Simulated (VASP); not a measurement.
# Si3F (Fm-3m) in VASP: a series of runs

Si3F is run at these levels: PBE; tasks: single point.

All numbers are computed with VASP 6.6.1; they aren't measurements. Logs are shortened: lines on timing, memory, paths and dates and some standing lists are left out, and cuts for length are marked.

## (1) The cell of the first run

It takes space group Fm-3m (No. 225, cubic). The conventional cell has a = 5.699 Å, b = 5.699 Å, c = 5.699 Å, α = 90.00°, β = 90.00°, γ = 90.00°. Si (site symmetry m-3m) has 8 Si at 2.47 Å and 6 F at 2.85 Å within 3.3 Å. Within 3.3 Å of Si (site symmetry -43m) lie 10 Si at 2.47 to 2.85 Å and 4 F at 2.47 Å. F (site symmetry m-3m) has 14 Si at 2.47 to 2.85 Å within 3.3 Å.

The cell was generated, and may not be a known phase.

## (2) Single point, PBE

Contents of INCAR:

```
SYSTEM = Si3F
PREC     = Accurate       ! precision mode
ENCUT    = 520            ! plane-wave cutoff, eV
EDIFF    = 1E-6           ! SCF threshold, eV
ISMEAR   = 0              ! smearing method
SIGMA    = 0.1            ! smearing width, eV
LREAL    = .FALSE.        ! projectors in reciprocal space
LASPH    = .TRUE.         ! aspherical terms in the spheres
NELM     = 80             ! most SCF steps
ALGO     = Normal         ! electronic algorithm
ISIF     = 2              ! what is computed and relaxed
LWAVE    = .FALSE.        ! write WAVECAR
LCHARG   = .TRUE.         ! write CHGCAR
GGA      = PE             ! functional
LELF     = .TRUE.         ! ELF
LVHAR    = .TRUE.       
NBANDS   = 18             ! bands
```

Contents of KPOINTS:

```
regular mesh
0
G
  6 6 6
  0 0 0
```

Contents of POSCAR:

```
Si3F
1.0
    0.0000000000      2.8496495000      2.8496495000
    2.8496495000      0.0000000000      2.8496495000
    2.8496495000      2.8496495000      0.0000000000
Si F
3 1
Direct
    0.5000000000      0.5000000000      0.5000000000
    0.7500000000      0.7500000000      0.7500000000
    0.2500000000      0.2500000000      0.2500000000
    0.0000000000      0.0000000000      0.0000000000
```

Potentials or basis: VASP PAW PBE potentials, release 64 (Si, F).

Launch:

```sh
> cat potpaw_PBE.64/Si/POTCAR potpaw_PBE.64/F/POTCAR > POTCAR
> mpirun -np 1 vasp_std > vasp.out
```

OUTCAR:

```text
SYSTEM = Si3F
   PREC = Accurate
   ENCUT = 520
   EDIFF = 1E-6
   ISMEAR = 0
   LREAL = .FALSE.
   LASPH = .TRUE.
   NELM = 80
   ISIF = 2
   GGA = PE

 ion  position               nearest neighbor table
   1  0.500  0.500  0.500-   3 2.47   3 2.47   3 2.47   2 2.47   3 2.47   2 2.47   2 2.47   2 2.47

   2  0.750  0.750  0.750-   1 2.47   1 2.47   1 2.47   1 2.47   4 2.47   4 2.47   4 2.47   4 2.47
                             3 2.85   3 2.85   3 2.85   3 2.85   3 2.85   3 2.85
   3  0.250  0.250  0.250-   4 2.47   4 2.47   4 2.47   1 2.47   4 2.47   1 2.47   1 2.47   1 2.47
                             2 2.85   2 2.85   2 2.85   2 2.85   2 2.85   2 2.85
   4  0.000  0.000  0.000-   2 2.47   2 2.47   2 2.47   2 2.47   3 2.47   3 2.47   3 2.47   3 2.47

  LATTYP: Found a face centered cubic cell.
 ALAT       =     5.6992990000

  Lattice vectors:

 A1 = (   0.0000000000,   2.8496495000,   2.8496495000)
 A2 = (   2.8496495000,   0.0000000000,   2.8496495000)
 A3 = (   2.8496495000,   2.8496495000,   0.0000000000)

Analysis of symmetry for initial positions (statically):
=====================================================================
 Subroutine PRICEL returns:
 Original cell was already a primitive cell.

 Routine SETGRP: Setting up the symmetry group for a
 face centered cubic supercell.

 Subroutine GETGRP returns: Found 48 space group operations
 (whereof 48 operations were pure point group operations)
 out of a pool of 48 trial point group operations.

The static configuration has the point symmetry O_h .

Analysis of symmetry for dynamics (positions and initial velocities):
=====================================================================
 Subroutine PRICEL returns:
 Original cell was already a primitive cell.

 Routine SETGRP: Setting up the symmetry group for a
 face centered cubic supercell.

 Subroutine GETGRP returns: Found 48 space group operations
 (whereof 48 operations were pure point group operations)
 out of a pool of 48 trial point group operations.

The dynamic configuration has the point symmetry O_h .

 Subroutine INISYM returns: Found 48 space group operations
 (whereof 48 operations are pure point group operations),
 and found     1 'primitive' translations

----------------------------------------------------------------------------------------

                                     Primitive cell

  volume of cell :      46.2812

  direct lattice vectors                    reciprocal lattice vectors
     0.000000000  2.849649500  2.849649500    -0.175460175  0.175460175  0.175460175
     2.849649500  0.000000000  2.849649500     0.175460175 -0.175460175  0.175460175
     2.849649500  2.849649500  0.000000000     0.175460175  0.175460175 -0.175460175

  length of vectors
     4.030012971  4.030012971  4.030012971     0.303905938  0.303905938  0.303905938

  position of ions in fractional coordinates (direct lattice)
     0.500000000  0.500000000  0.500000000
     0.750000000  0.750000000  0.750000000
     0.250000000  0.250000000  0.250000000
     0.000000000  0.000000000  0.000000000

  ion indices of the primitive-cell ions
   primitive index   ion index
                 1           1
                 2           2
                 3           3
                 4           4

----------------------------------------------------------------------------------------

 KPOINTS: regular mesh

Automatic generation of k-mesh.
 Grid dimensions read from file:
 generate k-points for:    6    6    6

 Generating k-lattice:

  Cartesian coordinates                     Fractional coordinates (reciprocal lattice)
    -0.029243363  0.029243363  0.029243363     0.166666667  0.000000000  0.000000000
     0.029243363 -0.029243363  0.029243363     0.000000000  0.166666667  0.000000000
     0.029243363  0.029243363 -0.029243363     0.000000000  0.000000000  0.166666667

  Length of vectors
     0.050650990  0.050650990  0.050650990

  Shift w.r.t. Gamma in fractional coordinates (k-lattice)
     0.000000000  0.000000000  0.000000000

 Subroutine IBZKPT returns following result:
 ===========================================

 Found     16 irreducible k-points:

 Following reciprocal coordinates:
            Coordinates               Weight
  0.000000  0.000000  0.000000      1.000000
  0.166667  0.000000  0.000000      8.000000
  0.333333  0.000000  0.000000      8.000000
  0.500000  0.000000  0.000000      4.000000
  0.166667  0.166667  0.000000      6.000000
  0.333333  0.166667  0.000000     24.000000
[... 8 lines left out ...]
 -0.333333  0.333333  0.166667     24.000000
 -0.333333  0.500000  0.166667     12.000000
   k-points           NKPTS =     16   k-points in BZ     NKDIM =     16   number of bands    NBANDS=     18
   number of dos      NEDOS =    301   number of ions     NIONS =      4
   total plane-waves  NPLWV =  27000
   dimension x,y,z NGX =    30 NGY =   30 NGZ =   30
   dimension x,y,z NGXF=    60 NGYF=   60 NGZF=   60
   ions per type =               3   1
   NGX,Y,Z   is equivalent  to a cutoff of  12.38, 12.38, 12.38 a.u.
   NGXF,Y,Z  is equivalent  to a cutoff of  24.75, 24.75, 24.75 a.u.
 SYSTEM =  Si3F
   PREC   = accura    normal or accurate (medium, high low for compatibility)
   ISTART =      0    job   : 0-new  1-cont  2-samecut
   ICHARG =      2    charge: 1-file 2-atom 10-const
   ISPIN  =      1    spin polarized calculation?
   LNONCOLLINEAR =      F non collinear calculations
   LSORBIT =      F    spin-orbit coupling
   LASPH  =      T    aspherical Exc in radial PAW
   ENCUT  =  520.0 eV  38.22 Ry    6.18 a.u.   7.49  7.49  7.49*2*pi/ulx,y,z
   NELM   =     80;   NELMIN=  2; NELMDL= -5     # of ELM steps
   EDIFF  = 0.1E-05   stopping-criterion for ELM
   LREAL  =      F    real-space projection
   EDIFFG = 0.1E-04   stopping-criterion for IOM
   NSW    =      0    number of steps for IOM
   IBRION =     -1    ionic relax: 0-MD 1-quasi-New 2-CG
   NFREE  =      0    steps in history (QN), initial steepest desc. (CG)
   ISIF   =      2    stress and relaxation
   ISYM   =      2    0-nonsym 1-usesym 2-fastsym
   POTIM  = 0.5000    time-step for ionic-motion
   TEBEG  =    0.0;   TEEND  =   0.0 temperature during run
   PSTRESS=    0.0 pullay stress
   NELECT =      19.0000    total number of electrons
   NUPDOWN=      -1.0000    fix difference up-down
   EMIN   =  10.00;   EMAX   =-10.00  energy-range for DOS
   EFERMI =   0.00;   METHOD = LEGACY
   ISMEAR =     0;   SIGMA  =   0.10  broadening in eV -4-tet -1-fermi 0-gaus
   EFERMI_NEDOS =   21; number of points for ismear=-14 and -15
   IALGO  =     38    algorithm
   IMIX   =      4    mixing-type and parameters
     AMIX     =   0.40;   BMIX     =  1.00
     AMIX_MAG =   1.60;   BMIX_MAG =  1.00
  volume/ion in A,a.u.               =      11.57        78.08
  Fermi-wavevector in a.u.,A,eV,Ry     =   1.216722  2.299271 20.142224  1.480412
  Thomas-Fermi vector in A             =   2.352066
   LORBIT       =      0    0 simple, 1 ext, 2 COOP (PROOUT), +10 PAW based schemes
   GGA     = PE    functional components
   LHFCALC =     F    Hartree Fock is set to
   AEXX    =    0.0000 exact exchange contribution
   IVDW    =     0    specifies the selected vdW correction
   LEPSILON=     F    determine dielectric tensor
   LRPA    =     F    only Hartree local field effects (RPA)
 non-spin polarized calculation
 Gauss-broadening in eV      SIGMA  =   0.10
  energy-cutoff  :      520.00
  volume of cell :       46.28
 maximum number of plane-waves:      1267
 NGX is ok and might be reduce to    30
   NGX = 15   NGY = 15   NGZ = 15

 number of electron      19.0000008 magnetization

 Free energy of the ion-electron system (eV)
  ---------------------------------------------------
  ext. energy  EPLUGINS =         0.00000000
  ---------------------------------------------------
  free energy    TOTEN  =       -18.35829551 eV

  energy without entropy =      -18.34311936  energy(sigma->0) =      -18.35070743

 E-fermi :  10.2883     XC(G=0): -11.6555

 val. band max:       10.2844608528   @ k =  -0.3333   0.1667   0.0000
 cond. band min:      10.4860450041   @ k =   0.5000   0.1667   0.0000
 fundamental gap:      0.2015841513
 Fermi energy:        10.2882811198

 k-point     1 :       0.0000    0.0000    0.0000
  band No.  band energies     occupation
      1     -14.1038      2.00000
      2      -2.9134      2.00000
      3       3.8702      2.00000
      4       3.8703      2.00000
      5       3.8703      2.00000
      6       7.9805      2.00000
[... 10 lines left out ...]
     17      17.6255      0.00000
     18      17.6255      0.00000

 k-point     2 :       0.1667    0.0000    0.0000
  band No.  band energies     occupation
      1     -14.0726      2.00000
      2      -2.7700      2.00000
      3       3.3843      2.00000
      4       3.7632      2.00000
      5       3.7633      2.00000
      6       6.1513      2.00000
[... 10 lines left out ...]
     17      18.4054      0.00000
     18      18.4054      0.00000

 k-point     3 :       0.3333    0.0000    0.0000
  band No.  band energies     occupation
      1     -14.0090      2.00000
      2      -2.3501      2.00000
      3       1.8077      2.00000
      4       3.6027      2.00000
      5       3.6027      2.00000
      6       5.6885      2.00000
[... 10 lines left out ...]
     17      20.0463      0.00000
     18      20.0463      0.00000

 k-point     4 :       0.5000    0.0000    0.0000
  band No.  band energies     occupation
      1     -13.9769      2.00000
      2      -1.9980      2.00000
      3       0.8964      2.00000
      4       3.5441      2.00000
      5       3.5441      2.00000
      6       5.5787      2.00000
[... 10 lines left out ...]
     17      18.9594      0.00000
     18      20.3121      0.00000

 k-point     5 :       0.1667    0.1667    0.0000
  band No.  band energies     occupation
      1     -14.0627      2.00000
      2      -2.7080      2.00000
      3       3.3793      2.00000
      4       3.3793      2.00000
      5       4.1484      2.00000
      6       5.8942      2.00000
[... 10 lines left out ...]
     17      17.6622      0.00000
     18      19.0538      0.00000

 k-point     6 :       0.3333    0.1667    0.0000
  band No.  band energies     occupation
      1     -14.0107      2.00000
      2      -2.3235      2.00000
      3       2.1881      2.00000
      4       3.0845      2.00000
      5       3.9131      2.00000
      6       5.2995      2.00000
[... 139 lines left out ...]
 k-point    13 :       0.5000    0.5000    0.0000
  band No.  band energies     occupation
      1     -13.9421      2.00000
      2      -0.9333      2.00000
      3       0.6612      2.00000
      4       2.2841      2.00000
      5       2.2841      2.00000
      6       3.9743      2.00000
[... 10 lines left out ...]
     17      18.4042      0.00000
     18      19.6840      0.00000

 k-point    14 :       0.5000    0.3333    0.1667
  band No.  band energies     occupation
      1     -13.9702      2.00000
      2      -1.7387      2.00000
      3       1.2458      2.00000
      4       2.0708      2.00000
      5       3.9806      2.00000
      6       5.0003      2.00000
[... 10 lines left out ...]
     17      19.5003      0.00000
     18      20.4842      0.00000

 k-point    15 :      -0.3333    0.3333    0.1667
  band No.  band energies     occupation
      1     -13.9498      2.00000
      2      -1.0633      2.00000
      3       0.2527      2.00000
      4       1.5859      2.00000
      5       4.3312      2.00000
      6       4.6229      2.00000
[... 10 lines left out ...]
     17      21.6005      0.00000
     18      21.8066      0.00000

 k-point    16 :      -0.3333    0.5000    0.1667
  band No.  band energies     occupation
      1     -13.9412      2.00000
      2      -0.4803      2.00000
      3       0.1860      2.00000
      4       0.8278      2.00000
      5       3.6212      2.00000
      6       5.5754      2.00000
[... 10 lines left out ...]
     17      20.8895      0.00000
     18      21.4514      0.00000

------------------------ aborting loop because EDIFF is reached ----------------------------------------

  FORCE on cell =-STRESS in cart. coord.  units (eV):
  Direction    XX          YY          ZZ          XY          YZ          ZX
  --------------------------------------------------------------------------------------
  -------------------------------------------------------------------------------------
  Total        5.6210494      5.6210494      5.6210494     -0.0000000      0.0000000     -0.0000000
  in kB      194.5914039    194.5914039    194.5914039     -0.0000000      0.0000000     -0.0000000
  external PRESSURE =     194.5914039 kB  Pullay stress =       0.0000000 kB

 VOLUME and BASIS-vectors are now :
 -----------------------------------------------------------------------------
  energy-cutoff  :      520.00
  volume of cell :       46.28
      direct lattice vectors                 reciprocal lattice vectors
     0.000000000  2.849649500  2.849649500    -0.175460175  0.175460175  0.175460175
     2.849649500  0.000000000  2.849649500     0.175460175 -0.175460175  0.175460175
     2.849649500  2.849649500  0.000000000     0.175460175  0.175460175 -0.175460175

 POSITION                                       TOTAL-FORCE (eV/Angst)
 -----------------------------------------------------------------------------------
      2.84965      2.84965      2.84965        -0.000000      0.000000      0.000000
      4.27447      4.27447      4.27447         0.000000      0.000000      0.000000
      1.42482      1.42482      1.42482        -0.000000     -0.000000     -0.000000
      0.00000      0.00000      0.00000        -0.000000      0.000000      0.000000
 -----------------------------------------------------------------------------------
    total drift:                                0.000000     -0.000000     -0.000000

  FREE ENERGIE OF THE ION-ELECTRON SYSTEM (eV)
  ---------------------------------------------------
  free  energy   TOTEN  =       -18.3582955121 eV

  energy  without entropy=      -18.3431193560  energy(sigma->0) =      -18.35070743
```

Run time: 7.3 s. Hardware: 1 thread of Intel Xeon 6975P-C (Granite Rapids), shared host; peak memory 0.15 GiB.

What came out:

- Free energy: -18.3583 eV
- Pressure: 19.5 GPa
- Band gap on the k mesh: zero (an odd number of electrons rules out a gap without spin polarisation)

Levels at points of the mesh, in eV from the Fermi level:
```
           k point  band 7  band 8  band 9  band 10  band 11  band 12
(0.00, 0.00, 0.00)   -2.31   -2.31   -1.75    -1.24    -1.24    -1.24
(0.50, 0.00, 0.00)   -3.67   -3.67   -2.36     0.52     0.52     2.44
(0.50, 0.50, 0.00)   -3.58   -2.57   -2.57     0.61     4.67     4.67
```

Caveat: the cell stands under pressure; an odd number of electrons without spin polarisation forces a metal; a magnetic or distorted state may lie lower.

## (3) Single point, PBE

This run uses another cell than the first one, of 13.48 Å³/atom.

Contents of INCAR:

```
SYSTEM = Si3F
PREC = Accurate ; ENCUT = 520
EDIFF = 1E-6 ; ISMEAR = 0
SIGMA = 0.1 ; LREAL = .False.
LASPH = .True. ; NELM = 100
ALGO = Normal ; ISIF = 2
LWAVE = .False. ; LCHARG = .True.
GGA = PE ; LELF = .True.
LVHAR = .True. ; NBANDS = 18
```

Contents of KPOINTS:

```
Automatic mesh
0
Gamma
  6 6 6
  0 0 0
```

Contents of POSCAR:

```
Si3F
1.0
    0.0000000000      2.9984328778      2.9984328778
    2.9984328778      0.0000000000      2.9984328778
    2.9984328778      2.9984328778      0.0000000000
Si F
3 1
Direct
    0.5000000000      0.5000000000      0.5000000000
    0.7500000000      0.7500000000      0.7500000000
    0.2500000000      0.2500000000      0.2500000000
    0.0000000000      0.0000000000      0.0000000000
```

Potentials or basis: VASP PAW PBE potentials, release 64 (Si, F).

Launch:

```sh
> cat potpaw_PBE.64/Si/POTCAR potpaw_PBE.64/F/POTCAR > POTCAR
> mpirun -np 1 vasp_std > vasp.out
```

It took 6.6 s on 1 thread of Intel Xeon 6975P-C (Granite Rapids), shared host; peak memory 0.16 GiB.

Results (log left out):

- Free energy: -18.7704 eV
- Pressure: 0.0 GPa
- Band gap on the k mesh: zero (an odd number of electrons rules out a gap without spin polarisation)

Levels at points of the mesh, in eV from the Fermi level:
```
           k point  band 6  band 7  band 8  band 9  band 10  band 11  band 12  band 13
(0.00, 0.00, 0.00)   -2.69   -1.88   -1.88   -1.88    -1.07    -1.07    -1.07     0.46
(0.50, 0.00, 0.00)   -4.40   -3.14   -3.14   -2.70     0.56     0.56     1.65     5.47
(0.50, 0.50, 0.00)   -6.16   -3.29   -2.30   -2.30     0.49     4.14     4.14     6.38
```

Caveat: an odd number of electrons without spin polarisation forces a metal; a magnetic or distorted state may lie lower.

The gap in the log of VASP goes by the Fermi energy; the results here count the filled bands.